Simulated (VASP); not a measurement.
# PbAu6O8 (Fm-3m) in VASP: single point with PBE

Aim: the single point of PbAu6O8 with PBE.

Everything below comes from runs of VASP 6.6.1. Logs are shortened: lines on timing, memory, paths and dates and some standing lists are left out, and cuts for length are marked.

## 1. The cell of the first run

It takes space group Fm-3m (No. 225, cubic). Conventional cell: a = 9.053 Å, b = 9.053 Å, c = 9.053 Å, α = 90.00°, β = 90.00°, γ = 90.00°. Pb (site symmetry m-3m) has 6 O at 2.28 Å within 3.0 Å. Au (site symmetry mmm) has 6 O at 2.26 Å within 3.0 Å. Within 3.0 Å of O (site symmetry -43m) lie 6 Au at 2.26 Å. O (site symmetry 4mm) has 4 Au at 2.26 Å and 1 Pb at 2.28 Å within 3.0 Å.

## 2. Single point, PBE

INCAR reads:

```
SYSTEM = PbAu6O8
  PREC = Accurate
  ENCUT = 600
  EDIFF = 1E-6
  ISMEAR = -1
  SIGMA = 0.1
  LREAL = .False.
  LASPH = .True.
  NELM = 120
  ALGO = Normal
  ISIF = 2
  LWAVE = .False.
  LCHARG = .True.
  GGA = PE
  LELF = .True.
  LVHAR = .True.
  NBANDS = 77
  GGA_COMPAT = .False.
```

KPOINTS reads:

```
regular mesh
0
Gamma
  7 7 7
  0 0 0
```

POSCAR reads:

```
PbAu6O8
1.0
    0.0000000000      4.5264370000      4.5264370000
    4.5264370000      0.0000000000      4.5264370000
    4.5264370000      4.5264370000      0.0000000000
Pb Au O
1 6 8
Direct
    0.0000000000      0.0000000000      0.0000000000
    0.5000000000      0.0000000000      0.0000000000
    0.5000000000      0.0000000000      0.5000000000
    0.0000000000      0.5000000000      0.5000000000
    0.0000000000      0.5000000000      0.0000000000
    0.5000000000      0.5000000000      0.0000000000
    0.0000000000      0.0000000000      0.5000000000
    0.2500000000      0.2500000000      0.2500000000
    0.7500000000      0.7500000000      0.7500000000
    0.7480000000      0.2520000000      0.2520000000
    0.2520000000      0.7480000000      0.2520000000
    0.2520000000      0.7480000000      0.7480000000
    0.7480000000      0.2520000000      0.7480000000
    0.2520000000      0.2520000000      0.7480000000
    0.7480000000      0.7480000000      0.2520000000
```

Potentials or basis: VASP PAW PBE potentials, release 64 (Pb_d, Au, O).

On the command line:

```bash
$ cat potpaw_PBE.64/Pb_d/POTCAR potpaw_PBE.64/Au/POTCAR potpaw_PBE.64/O/POTCAR > POTCAR
$ mpirun -np 1 vasp_std > vasp.out
```

OUTCAR:

```text
SYSTEM = PbAu6O8
   PREC = Accurate
   ENCUT = 600
   EDIFF = 1E-6
   ISMEAR = -1
   LREAL = .False.
   LASPH = .True.
   NELM = 120
   ISIF = 2
   GGA = PE

 ion  position               nearest neighbor table
   1  0.000  0.000  0.000-  10 2.28  11 2.28  12 2.28  13 2.28  14 2.28  15 2.28   2 3.20   5 3.20
                             7 3.20   3 3.20   4 3.20   7 3.20   4 3.20   5 3.20   6 3.20   2 3.20
   2  0.500  0.000  0.000-   8 2.26   9 2.26  11 2.26  13 2.26  14 2.26  15 2.26   1 3.20   3 3.20
                             6 3.20   3 3.20   7 3.20   5 3.20   6 3.20   1 3.20   5 3.20   7 3.20
   3  0.500  0.000  0.500-   8 2.26   9 2.26  10 2.26  12 2.26  14 2.26  15 2.26   2 3.20   7 3.20
                             1 3.20   2 3.20   6 3.20   4 3.20   6 3.20   1 3.20   4 3.20   7 3.20
   4  0.000  0.500  0.500-   8 2.26   9 2.26  11 2.26  13 2.26  14 2.26  15 2.26   5 3.20   7 3.20
                             1 3.20   5 3.20   6 3.20   1 3.20   3 3.20   7 3.20   3 3.20   6 3.20
   5  0.000  0.500  0.000-   8 2.26   9 2.26  10 2.26  12 2.26  14 2.26  15 2.26   1 3.20   4 3.20
                             6 3.20   4 3.20   7 3.20   1 3.20   2 3.20   7 3.20   2 3.20   6 3.20
   6  0.500  0.500  0.000-   8 2.26   9 2.26  10 2.26  11 2.26  12 2.26  13 2.26   2 3.20   5 3.20
                             3 3.20   4 3.20   1 3.20   2 3.20   3 3.20   1 3.20   4 3.20   5 3.20
   7  0.000  0.000  0.500-   8 2.26   9 2.26  10 2.26  11 2.26  12 2.26  13 2.26   1 3.20   3 3.20
                             4 3.20   1 3.20   2 3.20   5 3.20   4 3.20   5 3.20   2 3.20   3 3.20
   8  0.250  0.250  0.250-   2 2.26   3 2.26   4 2.26   5 2.26   6 2.26   7 2.26
   9  0.750  0.750  0.750-   2 2.26   3 2.26   4 2.26   5 2.26   6 2.26   7 2.26
  10  0.748  0.252  0.252-   3 2.26   5 2.26   6 2.26   7 2.26   1 2.28
  11  0.252  0.748  0.252-   2 2.26   4 2.26   6 2.26   7 2.26   1 2.28
  12  0.252  0.748  0.748-   3 2.26   5 2.26   6 2.26   7 2.26   1 2.28
  13  0.748  0.252  0.748-   2 2.26   4 2.26   6 2.26   7 2.26   1 2.28
  14  0.252  0.252  0.748-   2 2.26   3 2.26   4 2.26   5 2.26   1 2.28
  15  0.748  0.748  0.252-   2 2.26   3 2.26   4 2.26   5 2.26   1 2.28

  LATTYP: Found a face centered cubic cell.
 ALAT       =     9.0528740000

  Lattice vectors:

 A1 = (   0.0000000000,   4.5264370000,   4.5264370000)
 A2 = (   4.5264370000,   0.0000000000,   4.5264370000)
 A3 = (   4.5264370000,   4.5264370000,   0.0000000000)

Analysis of symmetry for initial positions (statically):
=====================================================================
 Subroutine PRICEL returns:
 Original cell was already a primitive cell.

 Routine SETGRP: Setting up the symmetry group for a
 face centered cubic supercell.

 Subroutine GETGRP returns: Found 48 space group operations
 (whereof 48 operations were pure point group operations)
[... 160 lines left out ...]
  Thomas-Fermi vector in A             =   2.564738
   LORBIT       =      0    0 simple, 1 ext, 2 COOP (PROOUT), +10 PAW based schemes
   GGA     = PE    functional components
   LHFCALC =     F    Hartree Fock is set to
   AEXX    =    0.0000 exact exchange contribution
   IVDW    =     0    specifies the selected vdW correction
   LEPSILON=     F    determine dielectric tensor
   LRPA    =     F    only Hartree local field effects (RPA)
 non-spin polarized calculation
  energy-cutoff  :      600.00
  volume of cell :      185.48
 maximum number of plane-waves:      6210
 NGX is ok and might be reduce to    54
   NGX = 25   NGY = 25   NGZ = 25

 number of electron     127.9999994 magnetization

 Free energy of the ion-electron system (eV)
  ---------------------------------------------------
  ext. energy  EPLUGINS =         0.00000000
  ---------------------------------------------------
  free energy    TOTEN  =       -57.79294347 eV

  energy without entropy =      -57.58239507  energy(sigma->0) =      -57.68766927

 E-fermi :   7.6932     XC(G=0): -12.1038

 val. band max:        7.6891884263   @ k =   0.2857   0.1429   0.0000
 cond. band min:       7.7930319136   @ k =  -0.2857   0.4286   0.1429
 fundamental gap:      0.1038434873
 Fermi energy:         7.6931874398

 k-point     1 :       0.0000    0.0000    0.0000
  band No.  band energies     occupation
      1     -12.2458      2.00000
      2     -11.7323      2.00000
      3     -11.7323      2.00000
      4     -11.5339      2.00000
      5     -11.2871      2.00000
      6     -11.0145      2.00000
[... 1569 lines left out ...]
     75      13.8776      0.00000
     76      14.1732      0.00000
 [bands above 76 left out]

------------------------ aborting loop because EDIFF is reached ----------------------------------------

  FORCE on cell =-STRESS in cart. coord.  units (eV):
  Direction    XX          YY          ZZ          XY          YZ          ZX
  --------------------------------------------------------------------------------------
  -------------------------------------------------------------------------------------
  Total       26.1353362     26.1353362     26.1353362      0.0000000      0.0000000      0.0000000
  in kB      225.7559666    225.7559666    225.7559666      0.0000000      0.0000000      0.0000000
  external PRESSURE =     225.7559666 kB  Pullay stress =       0.0000000 kB

 VOLUME and BASIS-vectors are now :
 -----------------------------------------------------------------------------
  energy-cutoff  :      600.00
  volume of cell :      185.48
      direct lattice vectors                 reciprocal lattice vectors
     0.000000000  4.526437000  4.526437000    -0.110462158  0.110462158  0.110462158
     4.526437000  0.000000000  4.526437000     0.110462158 -0.110462158  0.110462158
     4.526437000  4.526437000  0.000000000     0.110462158  0.110462158 -0.110462158

 POSITION                                       TOTAL-FORCE (eV/Angst)
 -----------------------------------------------------------------------------------
      0.00000      0.00000      0.00000         0.000000     -0.000000     -0.000000
      0.00000      2.26322      2.26322         0.000000     -0.000000      0.000000
      2.26322      4.52644      2.26322        -0.000000     -0.000000     -0.000000
      4.52644      2.26322      2.26322        -0.000000     -0.000000     -0.000000
      2.26322      0.00000      2.26322         0.000000     -0.000000      0.000000
      2.26322      2.26322      4.52644        -0.000000     -0.000000     -0.000000
      2.26322      2.26322      0.00000         0.000000     -0.000000      0.000000
      2.26322      2.26322      2.26322         0.000000     -0.000000      0.000000
      6.78966      6.78966      6.78966        -0.000000     -0.000000     -0.000000
      2.28132      4.52644      4.52644        -0.502282     -0.000000      0.000000
      4.52644      2.28132      4.52644         0.000000     -0.502282      0.000000
      6.77155      4.52644      4.52644         0.502282     -0.000000      0.000000
      4.52644      6.77155      4.52644         0.000000      0.502282      0.000000
      4.52644      4.52644      2.28132         0.000000     -0.000000     -0.502282
      4.52644      4.52644      6.77155         0.000000     -0.000000      0.502282
 -----------------------------------------------------------------------------------
    total drift:                               -0.000000     -0.000000      0.000000

  FREE ENERGIE OF THE ION-ELECTRON SYSTEM (eV)
  ---------------------------------------------------
  free  energy   TOTEN  =       -57.7929434652 eV

  energy  without entropy=      -57.5823950736  energy(sigma->0) =      -57.68766927
```

Wall time 24 min (1 thread of Intel Xeon 8259CL, shared host); peak memory 0.57 GiB.

Results:

```
Free energy            : -57.7929 eV
Pressure               : 22.6 GPa
Largest force          : 0.502 eV/Å
Band gap on the k mesh : zero (bands 64 and 65 overlap by 1.26 eV)
```

Forces in eV/Å, atoms in the order of the input:
```
Pb   0.000  0.000  0.000
Au   0.000  0.000  0.000
Au   0.000  0.000  0.000
Au   0.000  0.000  0.000
Au   0.000  0.000  0.000
Au   0.000  0.000  0.000
Au   0.000  0.000  0.000
O    0.000  0.000  0.000
O    0.000  0.000  0.000
O   -0.502  0.000  0.000
O    0.000 -0.502  0.000
O    0.502  0.000  0.000
O    0.000  0.502  0.000
O    0.000  0.000 -0.502
O    0.000  0.000  0.502
```

Caveat: the cell stands under pressure; spin-orbit coupling is left out, which moves the levels of the heavy elements.

The gap in the log of VASP goes by the Fermi energy; the results here count the filled bands.